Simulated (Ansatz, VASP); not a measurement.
## Co: VASP beside Ansatz

```
CELL_PARAMETERS angstrom
1.76154 -1.76468 0.00000
1.76154 1.76468 0.00000
0.00000 0.00000 3.51574
ATOMIC_POSITIONS crystal
Co 0.75000 0.25000 0.25000
Co 0.25000 0.75000 0.75000
```

Alike in both runs: functional PBE; k mesh 8 × 8 × 4; occupations gaussian, width 0.1 eV; collinear spin.

Ansatz relaxed the structure, and its values are those at the end. VASP's run is a single point on that final structure, the one shown.

|  | VASP | Ansatz |
| --- | --- | --- |
| version | VASP 6.6.1 | Ansatz 0.2.0 |
| potentials or method | VASP PAW PBE potentials, release 64 (Co), cutoff 520 eV | scalar-relativistic, plane waves, PAW |
| valence electrons in the cell | 18 | 34 |

```tsv
	VASP	Ansatz	Ansatz less VASP
gap on the k mesh at the Fermi level (eV)	none	none	-
pressure (GPa)	-0.9	-0.2	+0.73
net moment per atom (μB)	1.66	1.67	+0.008
size of the moment on the site where the two differ most (μB)	1.68	1.73	+0.055
```

Site moments also hang on the region over which each program counts them. A gap of «none» marks a metal or a gap that the smearing closes. VASP's potentials hold 18 valence electrons a cell and Ansatz's 34, so a difference there can come from the potentials and not from the codes.

The k mesh is coarse, so the values compare programs but aren't converged.
